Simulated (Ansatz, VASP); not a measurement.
## Y: VASP beside Ansatz

The input INCAR:

```
SYSTEM = Y
PREC = Accurate
ENCUT = 520
EDIFF = 1E-6
ISMEAR = 0
SIGMA = 0.1
LREAL = .FALSE.
LASPH = .TRUE.
NELM = 100
ALGO = Normal
ISIF = 2
LWAVE = .FALSE.
LCHARG = .TRUE.
GGA = PE
LELF = .TRUE.
LVHAR = .TRUE.
NBANDS = 24
```

KPOINTS

```
regular mesh
0
G
  4 4 4
  0 0 0
```

POSCAR

```
Y
1.0
    4.4210482228     -2.4758955967      0.0000000000
    4.4210482228      2.4758955967      0.0000000000
   -0.1362097590      0.0000000000      4.1320788797
Y
3
Direct
    0.6760000000      0.6760000000      0.6750000000
    0.3240000000      0.3240000000      0.3250000000
    0.0000000000      0.0000000000      0.0000000000
```

Input for Ansatz:

```yaml
crystal:
  lattice:
    - [4.4210482228, -2.4758955967, 0.0]
    - [4.4210482228, 2.4758955967, 0.0]
    - [-0.136209759, 0.0, 4.1320788797]
  atoms:
    - { symbol: "Y", position: [0.676, 0.676, 0.675] }
    - { symbol: "Y", position: [0.324, 0.324, 0.325] }
    - { symbol: "Y", position: [0.0, 0.0, 0.0] }
basis:
  ecutwfc: 420
kpoints:
  mp_grid: { grid: [4, 4, 4] }
hamiltonian:
  xc: pbe
scf:
  occupations: { method: gaussian, width: 0.1 }
  lower_state_search: "off"
output:
  forces: true
  stress: true
  eigenvalues: true
```

Alike in both runs: task single point; functional PBE; k mesh 4 × 4 × 4; occupations gaussian, width 0.1 eV; no spin polarisation.

|  | VASP | Ansatz |
| --- | --- | --- |
| version | VASP 6.6.1 | Ansatz 0.2.0 |
| potentials or method | VASP PAW PBE potentials, release 64 (Y_sv), cutoff 520 eV | scalar-relativistic, plane waves, PAW |
| valence electrons in the cell | 33 | 33 |

Ansatz gave:

* gap on the k mesh at the Fermi level (eV): none
* pressure (GPa): 4.6
* traceless stress, the component that is largest in VASP (GPa): -9.22
* rms of the force components (eV/Å): 0.203

**Question.** Estimate VASP's values.

**Answer.** gap on the k mesh at the Fermi level (eV): none; pressure (GPa): 4.5; traceless stress, the component that is largest in VASP (GPa): -9.21; rms of the force components (eV/Å): 0.203.

Atom by atom the forces differ by 0.000 eV/Å (rms over components). A gap of «none» marks a metal or a gap that the smearing closes.

The k mesh is coarse, so the values compare programs but aren't converged.
